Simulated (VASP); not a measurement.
# Ta3N4 (P-42m) in VASP: a series of runs

The runs below take Ta3N4 through single point, relaxation of cell and atoms, with PBE.

Program: VASP 6.6.1. These are calculated values, not measurements. Logs are shortened: lines on timing, memory, paths and dates and some standing lists are left out, and cuts for length are marked.

## 1. The cell of the first run

The structure is tetragonal, space group P-42m (No. 111). The conventional cell has a = 4.407 Å, b = 4.407 Å, c = 4.561 Å, α = 90.00°, β = 90.00°, γ = 90.00°. Ta (site symmetry -42m) has 4 N at 1.98 Å and 2 Ta at 2.28 Å within 2.6 Å. Ta (site symmetry -42m) has 4 N at 1.93 Å and 2 Ta at 2.28 Å within 2.6 Å. Ta (site symmetry -42m) has 4 N at 1.93 Å within 2.6 Å. N (site symmetry m) has 3 Ta at 1.93 to 1.98 Å within 2.6 Å.

The cell was generated, and may not be a known phase.

## 2. Single point, PBE

INCAR reads:

```
SYSTEM = Ta3N4
ALGO     = Normal         ! electronic algorithm
EDIFF    = 1E-6           ! SCF threshold, eV
ENCUT    = 520            ! plane-wave cutoff, eV
GGA      = PE             ! functional
ISIF     = 2              ! what is computed and relaxed
ISMEAR   = 0              ! smearing method
LASPH    = .TRUE.         ! aspherical terms in the spheres
LCHARG   = .FALSE.        ! write CHGCAR
LREAL    = .FALSE.        ! projectors in reciprocal space
LWAVE    = .FALSE.        ! write WAVECAR
NBANDS   = 36             ! bands
NELM     = 60             ! most SCF steps
PREC     = Accurate       ! precision mode
SIGMA    = 0.1            ! smearing width, eV
```

KPOINTS reads:

```
k-points
0
G
  4 4 4
  0 0 0
```

POSCAR reads:

```
Ta3N4
1.0
    4.4071528900      0.0000000000      0.0000000000
    0.0000000000      4.4071528900      0.0000000000
    0.0000000000      0.0000000000      4.5614660600
Ta N
3 4
Direct
    0.0000000000      0.0000000000      0.0000000000
    0.0000000000      0.0000000000      0.5000000000
    0.5000000000      0.5000000000      0.0000000000
    0.2554910200      0.2554910200      0.2597206200
    0.7445089800      0.7445089800      0.2597206200
    0.7445089800      0.2554910200      0.7402793800
    0.2554910200      0.7445089800      0.7402793800
```

Potentials or basis: VASP PAW PBE potentials, release 64 (Ta_pv, N).

Command:

```bash
> cat potpaw_PBE.64/Ta_pv/POTCAR potpaw_PBE.64/N/POTCAR > POTCAR
> mpirun -np 1 vasp_std > vasp.out
```

OUTCAR:

```text
SYSTEM = Ta3N4
   EDIFF = 1E-6
   ENCUT = 520
   GGA = PE
   ISIF = 2
   ISMEAR = 0
   LASPH = .TRUE.
   LREAL = .FALSE.
   NELM = 60
   PREC = Accurate

 ion  position               nearest neighbor table
   1  0.000  0.000  0.000-   4 1.98   5 1.98   6 1.98   7 1.98   2 2.28   2 2.28   3 3.12   3 3.12
                             3 3.12   3 3.12
   2  0.000  0.000  0.500-   4 1.93   5 1.93   6 1.93   7 1.93   1 2.28   1 2.28
   3  0.500  0.500  0.000-   4 1.93   5 1.93   6 1.93   7 1.93   1 3.12   1 3.12   1 3.12   1 3.12

   4  0.255  0.255  0.260-   3 1.93   2 1.93   1 1.98
   5  0.745  0.745  0.260-   3 1.93   2 1.93   1 1.98
   6  0.745  0.255  0.740-   3 1.93   2 1.93   1 1.98
   7  0.255  0.745  0.740-   3 1.93   2 1.93   1 1.98

  LATTYP: Found a simple tetragonal cell.
 ALAT       =     4.4071528900
 C/A-ratio  =     1.0350142538

  Lattice vectors:

 A1 = (   4.4071528900,   0.0000000000,   0.0000000000)
 A2 = (   0.0000000000,   4.4071528900,   0.0000000000)
 A3 = (   0.0000000000,   0.0000000000,   4.5614660600)

Analysis of symmetry for initial positions (statically):
=====================================================================
 Subroutine PRICEL returns:
 Original cell was already a primitive cell.

 Routine SETGRP: Setting up the symmetry group for a
 simple tetragonal supercell.

 Subroutine GETGRP returns: Found  8 space group operations
 (whereof  8 operations were pure point group operations)
 out of a pool of 16 trial point group operations.

The static configuration has the point symmetry D_2d.

Analysis of symmetry for dynamics (positions and initial velocities):
=====================================================================
 Subroutine PRICEL returns:
 Original cell was already a primitive cell.

 Routine SETGRP: Setting up the symmetry group for a
 simple tetragonal supercell.

 Subroutine GETGRP returns: Found  8 space group operations
 (whereof  8 operations were pure point group operations)
 out of a pool of 16 trial point group operations.

The dynamic configuration has the point symmetry D_2d.

 Subroutine INISYM returns: Found  8 space group operations
 (whereof  8 operations are pure point group operations),
 and found     1 'primitive' translations

----------------------------------------------------------------------------------------
[... 98 lines left out ...]
   EDIFFG = 0.1E-04   stopping-criterion for IOM
   NSW    =      0    number of steps for IOM
   IBRION =     -1    ionic relax: 0-MD 1-quasi-New 2-CG
   NFREE  =      0    steps in history (QN), initial steepest desc. (CG)
   ISIF   =      2    stress and relaxation
   ISYM   =      2    0-nonsym 1-usesym 2-fastsym
   POTIM  = 0.5000    time-step for ionic-motion
   TEBEG  =    0.0;   TEEND  =   0.0 temperature during run
   PSTRESS=    0.0 pullay stress
   NELECT =      53.0000    total number of electrons
   NUPDOWN=      -1.0000    fix difference up-down
   EMIN   =  10.00;   EMAX   =-10.00  energy-range for DOS
   EFERMI =   0.00;   METHOD = LEGACY
   ISMEAR =     0;   SIGMA  =   0.10  broadening in eV -4-tet -1-fermi 0-gaus
   EFERMI_NEDOS =   21; number of points for ismear=-14 and -15
   IALGO  =     38    algorithm
   IMIX   =      4    mixing-type and parameters
     AMIX     =   0.40;   BMIX     =  1.00
     AMIX_MAG =   1.60;   BMIX_MAG =  1.00
  volume/ion in A,a.u.               =      12.66        85.41
  Fermi-wavevector in a.u.,A,eV,Ry     =   1.379410  2.606706 25.888767  1.902771
  Thomas-Fermi vector in A             =   2.504382
   LORBIT       =      0    0 simple, 1 ext, 2 COOP (PROOUT), +10 PAW based schemes
   GGA     = PE    functional components
   LHFCALC =     F    Hartree Fock is set to
   AEXX    =    0.0000 exact exchange contribution
   IVDW    =     0    specifies the selected vdW correction
   LEPSILON=     F    determine dielectric tensor
   LRPA    =     F    only Hartree local field effects (RPA)
 non-spin polarized calculation
 Gauss-broadening in eV      SIGMA  =   0.10
  energy-cutoff  :      520.00
  volume of cell :       88.60
 maximum number of plane-waves:      2432
 NGX is ok and might be reduce to    36
   NGX = 17   NGY = 17   NGZ = 17

 number of electron      53.0000005 magnetization

 Free energy of the ion-electron system (eV)
  ---------------------------------------------------
  ext. energy  EPLUGINS =         0.00000000
  ---------------------------------------------------
  free energy    TOTEN  =       -67.62357712 eV

  energy without entropy =      -67.60227529  energy(sigma->0) =      -67.61292621

 E-fermi :   5.5830     XC(G=0): -11.5856

 val. band max:        5.5695368196   @ k =   0.2500   0.2500   0.5000
 cond. band min:       5.5991323942   @ k =   0.5000   0.2500   0.5000
 fundamental gap:      0.0295955746
 Fermi energy:         5.5829893616

 k-point     1 :       0.0000    0.0000    0.0000
  band No.  band energies     occupation
      1     -32.3554      2.00000
      2     -29.9932      2.00000
      3     -29.9932      2.00000
      4     -29.5570      2.00000
      5     -29.5570      2.00000
      6     -29.4674      2.00000
[... 691 lines left out ...]
     35       9.4977      0.00000
     36      10.4345      0.00000

------------------------ aborting loop because EDIFF is reached ----------------------------------------

  FORCE on cell =-STRESS in cart. coord.  units (eV):
  Direction    XX          YY          ZZ          XY          YZ          ZX
  --------------------------------------------------------------------------------------
  -------------------------------------------------------------------------------------
  Total       18.4121856     18.4121856     45.3835483      0.0000000      0.0000000      0.0000000
  in kB      332.9624387    332.9624387    820.7073980      0.0000000      0.0000000      0.0000000
  external PRESSURE =     495.5440918 kB  Pullay stress =       0.0000000 kB

 VOLUME and BASIS-vectors are now :
 -----------------------------------------------------------------------------
  energy-cutoff  :      520.00
  volume of cell :       88.60
      direct lattice vectors                 reciprocal lattice vectors
     4.407152890  0.000000000  0.000000000     0.226903859  0.000000000  0.000000000
     0.000000000  4.407152890  0.000000000     0.000000000  0.226903859  0.000000000
     0.000000000  0.000000000  4.561466060     0.000000000  0.000000000  0.219227763

 POSITION                                       TOTAL-FORCE (eV/Angst)
 -----------------------------------------------------------------------------------
      0.00000      0.00000      0.00000         0.000000      0.000000      0.000000
      0.00000      0.00000      2.28073         0.000000      0.000000      0.000000
      2.20358      2.20358      0.00000         0.000000     -0.000000      0.000000
      1.12599      1.12599      1.18471         1.425166      1.425166     -0.652432
      3.28116      3.28116      1.18471        -1.425166     -1.425166     -0.652432
      3.28116      1.12599      3.37676        -1.425166      1.425166      0.652432
      1.12599      3.28116      3.37676         1.425166     -1.425166      0.652432
 -----------------------------------------------------------------------------------
    total drift:                                0.000000      0.000000     -0.000000

  FREE ENERGIE OF THE ION-ELECTRON SYSTEM (eV)
  ---------------------------------------------------
  free  energy   TOTEN  =       -67.6235771173 eV

  energy  without entropy=      -67.6022752941  energy(sigma->0) =      -67.61292621
```

OSZICAR:

```text
N       E                     dE             d eps       ncg     rms          rms(c)
DAV:   1     0.498776016780E+03    0.49878E+03   -0.28759E+04  1296   0.148E+03
DAV:   2    -0.464998965178E+02   -0.54528E+03   -0.52604E+03  1516   0.438E+02
DAV:   3    -0.800122909012E+02   -0.33512E+02   -0.33141E+02  1528   0.108E+02
DAV:   4    -0.805867835115E+02   -0.57449E+00   -0.57242E+00  1596   0.149E+01
DAV:   5    -0.805950554107E+02   -0.82719E-02   -0.82674E-02  1596   0.169E+00    0.598E+01
DAV:   6    -0.683964070332E+02    0.12199E+02   -0.69069E+01  1552   0.428E+01    0.247E+01
DAV:   7    -0.677724601033E+02    0.62395E+00   -0.63782E+00  1492   0.149E+01    0.177E+01
DAV:   8    -0.676272257267E+02    0.14523E+00   -0.52301E-01  1520   0.557E+00    0.837E-01
DAV:   9    -0.676238754442E+02    0.33503E-02   -0.54240E-02  1580   0.150E+00    0.516E-01
DAV:  10    -0.676235541789E+02    0.32127E-03   -0.36310E-03  1560   0.446E-01    0.256E-01
DAV:  11    -0.676235892752E+02   -0.35096E-04   -0.99958E-04  1540   0.176E-01    0.457E-02
DAV:  12    -0.676235732502E+02    0.16025E-04   -0.21061E-04  1524   0.778E-02    0.216E-02
DAV:  13    -0.676235761702E+02   -0.29200E-05   -0.12331E-05  1592   0.269E-02    0.742E-03
DAV:  14    -0.676235771173E+02   -0.94711E-06   -0.18852E-06  1048   0.932E-03
   1 F= -.67623577E+02 E0= -.67612926E+02  d E =-.213018E-01
```

Run time: 51 s. Hardware: 1 thread of AMD EPYC 7R13 (Zen 3), shared host; peak memory 0.19 GiB.

Results:

```yaml
Free_energy: -67.6236 eV
Pressure: 49.6 GPa
Largest_force: 2.118 eV/Å
Band_gap_on_the_k_mesh: zero (an odd number of electrons rules out a gap without spin polarisation)
```

Forces on the atoms (eV/Å):
```
Ta   0.000  0.000  0.000
Ta   0.000  0.000  0.000
Ta   0.000  0.000  0.000
N    1.425  1.425 -0.652
N   -1.425 -1.425 -0.652
N   -1.425  1.425  0.652
N    1.425 -1.425  0.652
```

Caveat: the stress differs along the axes, from 33 to 82 GPa; spin-orbit coupling is left out, which moves the levels of the heavy elements; an odd number of electrons without spin polarisation forces a metal; a magnetic or distorted state may lie lower.

(Part 1 of 2 ends here.)

The gap in the log of VASP goes by the Fermi energy; the results here count the filled bands.